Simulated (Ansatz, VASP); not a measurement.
# WS in VASP and in Ansatz

```xyz
2
Lattice="2.9672 0.0000 0.0000 0.0000 2.9672 0.0000 0.0000 0.0000 2.9672" Properties=species:S:1:pos:R:3 pbc="T T T"
W     1.4836    1.4836    1.4836
S     0.0000    0.0000    0.0000
```

Change from the starting cell: volume scaled by 0.96.

Alike in both runs: task single point; functional PBE; k mesh 9 × 9 × 9; occupations fermi-dirac, width 0.05 eV; no spin polarisation.

|  | VASP | Ansatz |
| --- | --- | --- |
| version | VASP 6.6.1 | Ansatz 0.2.0 |
| potentials or method | VASP PAW PBE potentials, release 64 (W_sv, S), cutoff 520 eV | all-electron LAPW, scalar-relativistic |

```tsv
	VASP	Ansatz	Ansatz less VASP
gap on the k mesh at the Fermi level (eV)	none	none	-
pressure (GPa)	11.8	11.4	-0.39
```

A gap of «none» marks a metal or a gap that the smearing closes. Ansatz ran all-electron here, and VASP with PAW potentials.

Spin-orbit coupling is off throughout.
